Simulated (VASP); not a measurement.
# CdS (Fm-3m) in VASP: further runs

The runs below take CdS through single point, with r2SCAN.

All numbers are computed with VASP 6.6.1; they aren't measurements. Logs are shortened: lines on timing, memory, paths and dates and some standing lists are left out, and cuts for length are marked.

## Step 1: The cell of the first run

It takes space group Fm-3m (No. 225, cubic). The conventional cell has a = 5.506 Å, b = 5.506 Å, c = 5.506 Å, α = 90.00°, β = 90.00°, γ = 90.00°. Cd (site symmetry m-3m) has 6 S at 2.75 Å within 3.6 Å. S (site symmetry m-3m) has 6 Cd at 2.75 Å within 3.6 Å.

## Step 2: Single point, r2SCAN

The input, POSCAR:

```
CdS
1.0
    0.0000000000      2.7532440000      2.7532440000
    2.7532440000      0.0000000000      2.7532440000
    2.7532440000      2.7532440000      0.0000000000
Cd S
1 1
Direct
    0.0000000000      0.0000000000      0.0000000000
    0.5000000000      0.5000000000      0.5000000000
```

The input, INCAR.step1:

```
  PREC = Accurate
  ENCUT = 520
  ISMEAR = 0
  SIGMA = 0.01
  LREAL = F
  LASPH = T
  NELM = 60
  NBANDS = 16
  GGA = PE
  ALGO = Normal
  EDIFF = 1E-4
  LWAVE = T
  LCHARG = F
```

The input, INCAR.step2:

```
  PREC = Accurate
  ENCUT = 520
  EDIFF = 1E-7
  ISMEAR = 0
  SIGMA = 0.01
  LREAL = F
  LASPH = T
  NELM = 60
  ALGO = Normal
  ISIF = 2
  LWAVE = F
  LCHARG = F
  METAGGA = R2SCAN
  LMIXTAU = T
  NBANDS = 16
  ISTART = 1
```

The input, KPOINTS:

```
regular mesh
0
Gamma
  6 6 6
```

Potentials or basis: VASP PAW PBE potentials, release 64 (Cd, S).

Started as:

```sh
cat potpaw_PBE.64/Cd/POTCAR potpaw_PBE.64/S/POTCAR > POTCAR
cp INCAR.step1 INCAR
mpirun -np 1 vasp_std > vasp.out
cp INCAR.step2 INCAR
mpirun -np 1 vasp_std > vasp.out
```

OUTCAR:

```text
PREC = Accurate
   ENCUT = 520
   EDIFF = 1E-7
   ISMEAR = 0
   LREAL = F
   LASPH = T
   NELM = 60
   ISIF = 2
   METAGGA = R2SCAN
   ISTART = 1

 ion  position               nearest neighbor table
   1  0.000  0.000  0.000-   2 2.75   2 2.75   2 2.75   2 2.75   2 2.75   2 2.75
   2  0.500  0.500  0.500-   1 2.75   1 2.75   1 2.75   1 2.75   1 2.75   1 2.75

  LATTYP: Found a face centered cubic cell.
 ALAT       =     5.5064880000

  Lattice vectors:

 A1 = (   0.0000000000,   2.7532440000,   2.7532440000)
 A2 = (   2.7532440000,   0.0000000000,   2.7532440000)
 A3 = (   2.7532440000,   2.7532440000,   0.0000000000)

Analysis of symmetry for initial positions (statically):
=====================================================================
 Subroutine PRICEL returns:
 Original cell was already a primitive cell.

 Routine SETGRP: Setting up the symmetry group for a
 face centered cubic supercell.

 Subroutine GETGRP returns: Found 48 space group operations
 (whereof 48 operations were pure point group operations)
 out of a pool of 48 trial point group operations.

The static configuration has the point symmetry O_h .

Analysis of symmetry for dynamics (positions and initial velocities):
=====================================================================
 Subroutine PRICEL returns:
 Original cell was already a primitive cell.

 Routine SETGRP: Setting up the symmetry group for a
 face centered cubic supercell.

 Subroutine GETGRP returns: Found 48 space group operations
 (whereof 48 operations were pure point group operations)
 out of a pool of 48 trial point group operations.

The dynamic configuration has the point symmetry O_h .

 Subroutine INISYM returns: Found 48 space group operations
 (whereof 48 operations are pure point group operations),
 and found     1 'primitive' translations

----------------------------------------------------------------------------------------

                                     Primitive cell

  volume of cell :      41.7411

  direct lattice vectors                    reciprocal lattice vectors
     0.000000000  2.753244000  2.753244000    -0.181603955  0.181603955  0.181603955
     2.753244000  0.000000000  2.753244000     0.181603955 -0.181603955  0.181603955
     2.753244000  2.753244000  0.000000000     0.181603955  0.181603955 -0.181603955

  length of vectors
[... 72 lines left out ...]
   NELM   =     60;   NELMIN=  2; NELMDL=  0     # of ELM steps
   EDIFF  = 0.1E-06   stopping-criterion for ELM
   LREAL  =      F    real-space projection
   EDIFFG = 0.1E-05   stopping-criterion for IOM
   NSW    =      0    number of steps for IOM
   IBRION =     -1    ionic relax: 0-MD 1-quasi-New 2-CG
   NFREE  =      0    steps in history (QN), initial steepest desc. (CG)
   ISIF   =      2    stress and relaxation
   ISYM   =      2    0-nonsym 1-usesym 2-fastsym
   POTIM  = 0.5000    time-step for ionic-motion
   TEBEG  =    0.0;   TEEND  =   0.0 temperature during run
   PSTRESS=    0.0 pullay stress
   NELECT =      18.0000    total number of electrons
   NUPDOWN=      -1.0000    fix difference up-down
   EMIN   =  10.00;   EMAX   =-10.00  energy-range for DOS
   EFERMI =   0.00;   METHOD = LEGACY
   ISMEAR =     0;   SIGMA  =   0.01  broadening in eV -4-tet -1-fermi 0-gaus
   EFERMI_NEDOS =   21; number of points for ismear=-14 and -15
   IALGO  =     38    algorithm
   IMIX   =      4    mixing-type and parameters
     AMIX     =   0.40;   BMIX     =  1.00
     AMIX_MAG =   1.60;   BMIX_MAG =  1.00
  volume/ion in A,a.u.               =      20.87       140.84
  Fermi-wavevector in a.u.,A,eV,Ry     =   1.236833  2.337275 20.813583  1.529755
  Thomas-Fermi vector in A             =   2.371425
   LORBIT       =      0    0 simple, 1 ext, 2 COOP (PROOUT), +10 PAW based schemes
   METAGGA = R2SCAN    functional components
   LHFCALC =     F    Hartree Fock is set to
   AEXX    =    0.0000 exact exchange contribution
   IVDW    =     0    specifies the selected vdW correction
   LEPSILON=     F    determine dielectric tensor
   LRPA    =     F    only Hartree local field effects (RPA)
 non-spin polarized calculation
 Gauss-broadening in eV      SIGMA  =   0.01
  energy-cutoff  :      520.00
  volume of cell :       41.74
 maximum number of plane-waves:      1158
 NGX is ok and might be reduce to    30
   NGX = 15   NGY = 15   NGZ = 15

 number of electron      18.0000005 magnetization

 Free energy of the ion-electron system (eV)
  ---------------------------------------------------
  ext. energy  EPLUGINS =         0.00000000
  ---------------------------------------------------
  free energy    TOTEN  =       -29.51492742 eV

  energy without entropy =      -29.51492742  energy(sigma->0) =      -29.51492742

 E-fermi :   2.5408     XC(G=0): -10.8498

 val. band max:        2.4677777063   @ k =   0.5000   0.0000   0.0000
 cond. band min:       3.1984225581   @ k =   0.5000   0.5000   0.0000
 fundamental gap:      0.7306448518
 Fermi energy:         2.5408453044

 k-point     1 :       0.0000    0.0000    0.0000
  band No.  band energies     occupation
      1     -10.6646      2.00000
      2      -5.3406      2.00000
      3      -5.3406      2.00000
      4      -5.3406      2.00000
      5      -5.3395      2.00000
      6      -5.3395      2.00000
[... 281 lines left out ...]
      3      -5.4100      2.00000
      4      -5.2287      2.00000
      5      -5.0908      2.00000
      6      -4.5609      2.00000
[... 8 lines left out ...]
     15      17.0114      0.00000
     16      17.7514      0.00000

------------------------ aborting loop because EDIFF is reached ----------------------------------------

  FORCE on cell =-STRESS in cart. coord.  units (eV):
  Direction    XX          YY          ZZ          XY          YZ          ZX
  --------------------------------------------------------------------------------------
  -------------------------------------------------------------------------------------
  Total       -0.4680590     -0.4680590     -0.4680590     -0.0000000      0.0000000      0.0000000
  in kB      -17.9658213    -17.9658213    -17.9658213     -0.0000000      0.0000000      0.0000000
  external PRESSURE =     -17.9658213 kB  Pullay stress =       0.0000000 kB

 VOLUME and BASIS-vectors are now :
 -----------------------------------------------------------------------------
  energy-cutoff  :      520.00
  volume of cell :       41.74
      direct lattice vectors                 reciprocal lattice vectors
     0.000000000  2.753244000  2.753244000    -0.181603955  0.181603955  0.181603955
     2.753244000  0.000000000  2.753244000     0.181603955 -0.181603955  0.181603955
     2.753244000  2.753244000  0.000000000     0.181603955  0.181603955 -0.181603955

 POSITION                                       TOTAL-FORCE (eV/Angst)
 -----------------------------------------------------------------------------------
      0.00000      0.00000      0.00000        -0.000000      0.000000      0.000000
      2.75324      2.75324      2.75324         0.000000     -0.000000     -0.000000
 -----------------------------------------------------------------------------------
    total drift:                               -0.000000      0.000000      0.000000

  FREE ENERGIE OF THE ION-ELECTRON SYSTEM (eV)
  ---------------------------------------------------
  free  energy   TOTEN  =       -29.5149274204 eV

  energy  without entropy=      -29.5149274204  energy(sigma->0) =      -29.51492742
```

Wall time 32 s (1 thread of Intel Xeon 6975P-C (Granite Rapids), shared host); peak memory 0.17 GiB.

Results:

```yaml
Free_energy: -29.5149 eV
Pressure: -1.8 GPa
Band_gap_on_the_k_mesh: 0.73 eV, indirect (least direct gap 2.15 eV)
```

Levels at points of the mesh, in eV from the valence-band top:
| k point | band 7 | band 8 | band 9 | band 10 | band 11 | band 12 |
| --- | --- | --- | --- | --- | --- | --- |
| (0.00, 0.00, 0.00) | -0.70 | -0.70 | -0.70 | 1.44 | 9.72 | 9.72 |
| (0.50, 0.00, 0.00) | -4.78 | 0.00 | 0.00 | 4.07 | 6.48 | 6.48 |
| (0.50, 0.50, 0.00) | -4.16 | -2.08 | -2.08 | 0.73 | 6.45 | 10.58 |

Caveat: the PAW data sets were made with another functional, which shifts forces and pressure a little. A k mesh can miss the band edges.

## Step 3: Single point, r2SCAN

POSCAR is that of step 2.

The input, INCAR.step1:

```
SYSTEM = CdS
ALGO = Normal
EDIFF = 1E-4
ENCUT = 520
GGA = PE
ISMEAR = 0
LASPH = .TRUE.
LCHARG = .FALSE.
LREAL = .FALSE.
LWAVE = .TRUE.
NBANDS = 16
NELM = 60
PREC = Accurate
SIGMA = 0.01
```

The input, INCAR.step2:

```
SYSTEM = CdS
ALGO = Normal
EDIFF = 1E-6
ENCUT = 520
ISIF = 2
ISMEAR = 0
ISTART = 1
LASPH = .TRUE.
LCHARG = .FALSE.
LMIXTAU = .TRUE.
LREAL = .FALSE.
LWAVE = .FALSE.
METAGGA = R2SCAN
NBANDS = 16
NELM = 60
PREC = Accurate
SIGMA = 0.01
```

The input, KPOINTS:

```
k-points
0
G
  6 6 6
  0 0 0
```

Potentials or basis: VASP PAW PBE potentials, release 64 (Cd, S).

Started as:

```sh
cat potpaw_PBE.64/Cd/POTCAR potpaw_PBE.64/S/POTCAR > POTCAR
cp INCAR.step1 INCAR
mpirun -np 1 vasp_std > vasp.out
cp INCAR.step2 INCAR
mpirun -np 1 vasp_std > vasp.out
```

It took 30 s on 1 thread of Intel Xeon 6975P-C (Granite Rapids), shared host; peak memory 0.17 GiB.

It converged, with:

| Quantity | Value |
| --- | --- |
| Free energy | -29.5149 eV |
| Pressure | -1.8 GPa |
| Band gap on the k mesh | 0.73 eV, indirect (least direct gap 2.15 eV) |

Levels at points of the mesh, in eV from the valence-band top:
```
           k point  band 7  band 8  band 9  band 10  band 11  band 12
(0.00, 0.00, 0.00)   -0.70   -0.70   -0.70     1.44     9.72     9.72
(0.50, 0.00, 0.00)   -4.78    0.00    0.00     4.07     6.48     6.48
(0.50, 0.50, 0.00)   -4.16   -2.08   -2.08     0.73     6.45    10.58
```

Caveat: the PAW data sets were made with another functional, which shifts forces and pressure a little.
